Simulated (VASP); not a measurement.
# LiB3Pt (Pm-3m) in VASP: notebook

Runs on LiB3Pt. Level: PBE. Tasks: single point.

Program: VASP 6.6.1. These are calculated values, not measurements. Logs are shortened: lines on timing, memory, paths and dates and some standing lists are left out, and cuts for length are marked.

## Step 1: The cell of the first run

It takes space group Pm-3m (No. 221, cubic). Conventional cell: a = 3.623 Å, b = 3.623 Å, c = 3.623 Å, α = 90.00°, β = 90.00°, γ = 90.00°. Li (site symmetry m-3m) has 6 B at 1.81 Å within 2.4 Å. Within 2.4 Å of B (site symmetry 4/mmm) lie 2 Li at 1.81 Å. Within 3.4 Å of Pt (site symmetry m-3m) lie 12 B at 2.56 Å and 8 Li at 3.14 Å.

The cell was generated, and may not be a known phase.

## Step 2: Single point, PBE

Input file INCAR:

```
SYSTEM = LiB3Pt
ALGO     = Normal         ! electronic algorithm
EDIFF    = 1E-7           ! SCF threshold, eV
ENCUT    = 520            ! plane-wave cutoff, eV
GGA      = PE             ! functional
ISIF     = 2              ! what is computed and relaxed
ISMEAR   = 0              ! smearing method
LASPH    = .True.         ! aspherical terms in the spheres
LCHARG   = .True.         ! write CHGCAR
LELF     = .True.         ! ELF
LREAL    = .False.        ! projectors in reciprocal space
LVHAR    = .True.       
LWAVE    = .False.        ! write WAVECAR
NBANDS   = 19             ! bands
NELM     = 60             ! most SCF steps
PREC     = Accurate       ! precision mode
SIGMA    = 0.1            ! smearing width, eV
```

Input file KPOINTS:

```
k-points
0
Gamma
  6 6 6
  0 0 0
```

Input file POSCAR:

```
LiB3Pt
1.0
    3.6231610300      0.0000000000      0.0000000000
    0.0000000000      3.6231610300      0.0000000000
    0.0000000000      0.0000000000      3.6231610300
Li B Pt
1 3 1
Direct
    0.0000000000      0.0000000000      0.0000000000
    0.5000000000      0.0000000000      0.0000000000
    0.0000000000      0.5000000000      0.0000000000
    0.0000000000      0.0000000000      0.5000000000
    0.5000000000      0.5000000000      0.5000000000
```

Potentials or basis: VASP PAW PBE potentials, release 64 (Li_sv, B, Pt).

The run is started by

```sh
$ cat potpaw_PBE.64/Li_sv/POTCAR potpaw_PBE.64/B/POTCAR potpaw_PBE.64/Pt/POTCAR > POTCAR
$ mpirun -np 1 vasp_std > vasp.out
```

OUTCAR:

```text
SYSTEM = LiB3Pt
   EDIFF = 1E-7
   ENCUT = 520
   GGA = PE
   ISIF = 2
   ISMEAR = 0
   LASPH = .True.
   LREAL = .False.
   NELM = 60
   PREC = Accurate

 ion  position               nearest neighbor table
   1  0.000  0.000  0.000-   2 1.81   3 1.81   4 1.81   4 1.81   3 1.81   2 1.81
   2  0.500  0.000  0.000-   1 1.81   1 1.81   5 2.56   5 2.56   5 2.56   5 2.56
   3  0.000  0.500  0.000-   1 1.81   1 1.81   5 2.56   5 2.56   5 2.56   5 2.56
   4  0.000  0.000  0.500-   1 1.81   1 1.81   5 2.56   5 2.56   5 2.56   5 2.56
   5  0.500  0.500  0.500-   2 2.56   3 2.56   4 2.56   2 2.56   3 2.56   2 2.56   4 2.56   2 2.56
                             3 2.56   4 2.56   3 2.56   4 2.56

  LATTYP: Found a simple cubic cell.
 ALAT       =     3.6231610300

  Lattice vectors:

 A1 = (   3.6231610300,   0.0000000000,   0.0000000000)
 A2 = (   0.0000000000,   3.6231610300,   0.0000000000)
 A3 = (   0.0000000000,   0.0000000000,   3.6231610300)

Analysis of symmetry for initial positions (statically):
=====================================================================
 Subroutine PRICEL returns:
 Original cell was already a primitive cell.

 Routine SETGRP: Setting up the symmetry group for a
 simple cubic supercell.

 Subroutine GETGRP returns: Found 48 space group operations
 (whereof 48 operations were pure point group operations)
 out of a pool of 48 trial point group operations.

The static configuration has the point symmetry O_h .

Analysis of symmetry for dynamics (positions and initial velocities):
=====================================================================
 Subroutine PRICEL returns:
 Original cell was already a primitive cell.

 Routine SETGRP: Setting up the symmetry group for a
 simple cubic supercell.

 Subroutine GETGRP returns: Found 48 space group operations
 (whereof 48 operations were pure point group operations)
 out of a pool of 48 trial point group operations.

The dynamic configuration has the point symmetry O_h .

 Subroutine INISYM returns: Found 48 space group operations
 (whereof 48 operations are pure point group operations),
 and found     1 'primitive' translations

----------------------------------------------------------------------------------------

[... 91 lines left out ...]
   ENCUT  =  520.0 eV  38.22 Ry    6.18 a.u.   6.74  6.74  6.74*2*pi/ulx,y,z
   NELM   =     60;   NELMIN=  2; NELMDL= -5     # of ELM steps
   EDIFF  = 0.1E-06   stopping-criterion for ELM
   LREAL  =      F    real-space projection
   EDIFFG = 0.1E-05   stopping-criterion for IOM
   NSW    =      0    number of steps for IOM
   IBRION =     -1    ionic relax: 0-MD 1-quasi-New 2-CG
   NFREE  =      0    steps in history (QN), initial steepest desc. (CG)
   ISIF   =      2    stress and relaxation
   ISYM   =      2    0-nonsym 1-usesym 2-fastsym
   POTIM  = 0.5000    time-step for ionic-motion
   TEBEG  =    0.0;   TEEND  =   0.0 temperature during run
   PSTRESS=    0.0 pullay stress
   NELECT =      22.0000    total number of electrons
   NUPDOWN=      -1.0000    fix difference up-down
   EMIN   =  10.00;   EMAX   =-10.00  energy-range for DOS
   EFERMI =   0.00;   METHOD = LEGACY
   ISMEAR =     0;   SIGMA  =   0.10  broadening in eV -4-tet -1-fermi 0-gaus
   EFERMI_NEDOS =   21; number of points for ismear=-14 and -15
   IALGO  =     38    algorithm
   IMIX   =      4    mixing-type and parameters
     AMIX     =   0.40;   BMIX     =  1.00
     AMIX_MAG =   1.60;   BMIX_MAG =  1.00
  volume/ion in A,a.u.               =       9.51        64.19
  Fermi-wavevector in a.u.,A,eV,Ry     =   1.266081  2.392546 21.809603  1.602961
  Thomas-Fermi vector in A             =   2.399300
   LORBIT       =      0    0 simple, 1 ext, 2 COOP (PROOUT), +10 PAW based schemes
   GGA     = PE    functional components
   LHFCALC =     F    Hartree Fock is set to
   AEXX    =    0.0000 exact exchange contribution
   IVDW    =     0    specifies the selected vdW correction
   LEPSILON=     F    determine dielectric tensor
   LRPA    =     F    only Hartree local field effects (RPA)
 non-spin polarized calculation
 Gauss-broadening in eV      SIGMA  =   0.10
  energy-cutoff  :      520.00
  volume of cell :       47.56
 maximum number of plane-waves:      1328
 NGX is ok and might be reduce to    28
   NGX = 13   NGY = 13   NGZ = 13

 number of electron      21.9999996 magnetization

 Free energy of the ion-electron system (eV)
  ---------------------------------------------------
  ext. energy  EPLUGINS =         0.00000000
  ---------------------------------------------------
  free energy    TOTEN  =       -18.74378011 eV

  energy without entropy =      -18.73283019  energy(sigma->0) =      -18.73830515

 E-fermi :   7.4347     XC(G=0): -11.9395

 val. band max:        7.3512745772   @ k =   0.3333   0.1667   0.1667
 cond. band min:       7.4516999019   @ k =   0.5000   0.0000   0.0000
 fundamental gap:      0.1004253247
 Fermi energy:         7.4347495664

 k-point     1 :       0.0000    0.0000    0.0000
  band No.  band energies     occupation
      1     -37.2752      2.00000
      2      -4.6106      2.00000
      3       1.7072      2.00000
      4       1.7072      2.00000
      5       3.2910      2.00000
      6       3.2910      2.00000
[... 417 lines left out ...]
      6       3.0380      2.00000
[... 11 lines left out ...]
     18      13.9286      0.00000
     19      13.9286      0.00000

------------------------ aborting loop because EDIFF is reached ----------------------------------------

  FORCE on cell =-STRESS in cart. coord.  units (eV):
  Direction    XX          YY          ZZ          XY          YZ          ZX
  --------------------------------------------------------------------------------------
  -------------------------------------------------------------------------------------
  Total        1.4053984      1.4053984      1.4053984     -0.0000000     -0.0000000      0.0000000
  in kB       47.3420580     47.3420580     47.3420580     -0.0000000     -0.0000000      0.0000000
  external PRESSURE =      47.3420580 kB  Pullay stress =       0.0000000 kB

 VOLUME and BASIS-vectors are now :
 -----------------------------------------------------------------------------
  energy-cutoff  :      520.00
  volume of cell :       47.56
      direct lattice vectors                 reciprocal lattice vectors
     3.623161030  0.000000000  0.000000000     0.276002085  0.000000000  0.000000000
     0.000000000  3.623161030  0.000000000     0.000000000  0.276002085  0.000000000
     0.000000000  0.000000000  3.623161030     0.000000000  0.000000000  0.276002085

 POSITION                                       TOTAL-FORCE (eV/Angst)
 -----------------------------------------------------------------------------------
      0.00000      0.00000      0.00000         0.000000      0.000000      0.000000
      1.81158      0.00000      0.00000         0.000000      0.000000      0.000000
      0.00000      1.81158      0.00000         0.000000      0.000000      0.000000
      0.00000      0.00000      1.81158         0.000000      0.000000      0.000000
      1.81158      1.81158      1.81158         0.000000      0.000000      0.000000
 -----------------------------------------------------------------------------------
    total drift:                                0.000000      0.000000      0.000000

  FREE ENERGIE OF THE ION-ELECTRON SYSTEM (eV)
  ---------------------------------------------------
  free  energy   TOTEN  =       -18.7437801113 eV

  energy  without entropy=      -18.7328301873  energy(sigma->0) =      -18.73830515
```

OSZICAR:

```text
N       E                     dE             d eps       ncg     rms          rms(c)
DAV:   1     0.740258607942E+02    0.74026E+02   -0.97300E+03   760   0.110E+03
DAV:   2    -0.183315506586E+02   -0.92357E+02   -0.88184E+02   928   0.216E+02
DAV:   3    -0.229986090882E+02   -0.46671E+01   -0.45107E+01   974   0.399E+01
DAV:   4    -0.232484392306E+02   -0.24983E+00   -0.24902E+00   955   0.802E+00
DAV:   5    -0.232518228362E+02   -0.33836E-02   -0.33834E-02   949   0.986E-01    0.175E+01
DAV:   6    -0.230392818754E+02    0.21254E+00   -0.58773E+01   769   0.463E+01    0.282E+01
DAV:   7    -0.190700831712E+02    0.39692E+01   -0.66784E+00   763   0.255E+01    0.647E+00
DAV:   8    -0.187483593221E+02    0.32172E+00   -0.21013E+00   800   0.108E+01    0.164E+00
DAV:   9    -0.187408189816E+02    0.75403E-02   -0.15435E-01   777   0.312E+00    0.421E-01
DAV:  10    -0.187429574187E+02   -0.21384E-02   -0.57819E-03   878   0.662E-01    0.125E-01
DAV:  11    -0.187437031415E+02   -0.74572E-03   -0.14497E-03   822   0.322E-01    0.433E-02
DAV:  12    -0.187437746147E+02   -0.71473E-04   -0.13252E-04   869   0.988E-02    0.176E-02
DAV:  13    -0.187437798022E+02   -0.51875E-05   -0.39926E-05   844   0.577E-02    0.674E-03
DAV:  14    -0.187437801656E+02   -0.36338E-06   -0.18182E-06   843   0.106E-02    0.232E-03
DAV:  15    -0.187437801113E+02    0.54316E-07   -0.22282E-07   600   0.406E-03
   1 F= -.18743780E+02 E0= -.18738305E+02  d E =-.109499E-01
```

Wall time 17 s (1 thread of Intel Xeon Platinum 8259CL at 2.50GHz (Skylake/Cascade Lake), shared host); peak memory 0.16 GiB.

Results:

- Free energy: -18.7438 eV
- Band gap on the k mesh: zero (bands 11 and 12 overlap by 1.25 eV)

Caveat: the cutoff is under 1.25 times the usual one of these potentials, so pressure, stress and relaxed cells hold a basis-set (Pulay) error; spin-orbit coupling is left out, which moves the levels of the heavy elements.

## Step 3: Single point, PBE

This run uses another cell than the first one, of 9.90 Å³/atom.

Input file INCAR:

```
PREC = Accurate
ENCUT = 520
EDIFF = 1E-7
ISMEAR = 0
SIGMA = 0.1
LREAL = False
LASPH = True
NELM = 100
ALGO = Normal
ISIF = 2
LWAVE = False
LCHARG = False
GGA = PE
NBANDS = 19
```

Input file KPOINTS:

```
regular mesh
0
Gamma
  6 6 6
```

Changes to POSCAR since step 2:

```diff
@@ -2,5 +2,5 @@
 1.0
-    3.6231610300      0.0000000000      0.0000000000
-    0.0000000000      3.6231610300      0.0000000000
-    0.0000000000      0.0000000000      3.6231610300
+    3.6712972300      0.0000000000      0.0000000000
+    0.0000000000      3.6712972300      0.0000000000
+    0.0000000000      0.0000000000      3.6712972300
 Li B Pt
```

Potentials or basis: VASP PAW PBE potentials, release 64 (Li_sv, B, Pt).

The run is started by

```sh
$ cat potpaw_PBE.64/Li_sv/POTCAR potpaw_PBE.64/B/POTCAR potpaw_PBE.64/Pt/POTCAR > POTCAR
$ mpirun -np 1 vasp_std > vasp.out
```

Wall time 17 s (1 thread of Intel Xeon Platinum 8259CL at 2.50GHz (Skylake/Cascade Lake), shared host); peak memory 0.16 GiB.

It converged, with:

| Item | Value |
| --- | --- |
| Free energy | -18.7752 eV |
| Band gap on the k mesh | zero (bands 11 and 12 overlap by 1.10 eV) |

Levels at points of the mesh, in eV from the Fermi level:
```csv
k point,band 7,band 8,band 9,band 10,band 11,band 12,band 13,band 14,band 15,band 16
"(0.00, 0.00, 0.00)",-3.88,-2.81,-2.81,-2.81,0.75,0.75,2.94,2.94,2.94,4.08
"(0.50, 0.00, 0.00)",-2.73,-2.37,-1.70,0.09,0.09,0.21,0.21,1.97,2.69,4.50
"(0.50, 0.50, 0.00)",-4.14,-2.33,-1.89,-0.97,-0.63,2.05,2.10,2.10,3.98,3.98
"(0.50, 0.50, 0.50)",-4.11,-3.69,-2.16,-2.16,-0.19,-0.19,-0.19,-0.07,5.73,5.73
```

Caveat: the cutoff is under 1.25 times the usual one of these potentials, so pressure, stress and relaxed cells hold a basis-set (Pulay) error; spin-orbit coupling is left out, which moves the levels of the heavy elements.

The gap in the log of VASP goes by the Fermi energy; the results here count the filled bands.